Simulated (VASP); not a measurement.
The system is Ti3Se.

```
Se Ti
1.0
     3.23952    0.00000    0.00000
    -1.61976    2.80551    0.00000
     0.00000    0.00000    8.04727
Se Ti
1 3
Direct
  0.00000 0.00000 0.00000
  0.66667 0.33333 0.50000
  0.33333 0.66667 0.77290
  0.33333 0.66667 0.22710
```

Base run:

* Program: VASP 6.6.1
* Functional: r2SCAN
* Potentials or basis: VASP PAW PBE potentials, release 64 (Se, Ti_sv)
* Cutoff: 520 eV
* k mesh: 10 × 10 × 4
* Occupations: fermi-dirac, width 0.05 eV
* Spin: no spin polarisation

Its results: band gap on the k mesh zero (band 21 reaches 8.16 eV, above the bottom of band 22 at 7.52 eV); pressure -4.6 GPa; largest force 0.156 eV/Å.

Question: The run is repeated on the same cell with these changes: functional from r2SCAN to PBEsol. What comes out?

Answer: Band gap on the k mesh zero (band 21 reaches 7.90 eV, above the bottom of band 22 at 7.35 eV); pressure -8.1 GPa; largest force 0.177 eV/Å.

Caveats: the PAW data sets were made with another functional, which shifts forces and pressure a little.
